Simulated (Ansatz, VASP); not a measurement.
Ge in VASP and in Ansatz

```
Ge
1.0
     2.90601    0.00000    0.00000
    -1.45300    2.51668    0.00000
     0.00000    0.00000    9.29151
Ge
4
Direct
  0.00000 0.00000 0.00000
  0.00000 0.00000 0.50000
  0.33333 0.66667 0.25000
  0.66667 0.33333 0.75000
```

Alike in both runs: task single point; functional PBEsol; k mesh 16 × 16 × 5; occupations fermi-dirac, width 0.1 eV; no spin polarisation.

|  | VASP | Ansatz |
| --- | --- | --- |
| version | VASP 6.6.1 | Ansatz 0.2.0 |
| potentials or method | VASP PAW PBE potentials, release 64 (Ge_d), cutoff 520 eV | plane waves (420 eV) with PAW, scalar-relativistic |
| valence electrons in the cell | 56 | 56 |

```csv
,VASP,Ansatz,Ansatz less VASP
pressure (GPa),7.5,7.4,-0.09
"traceless stress, the component that is largest in VASP (GPa)",0.90,0.91,+0.003
```

VASP's potentials were made for PBE, not for PBEsol, and Ansatz warns of the same on its side. The functional is the same, so the differences come from potentials, cutoffs and numerics.
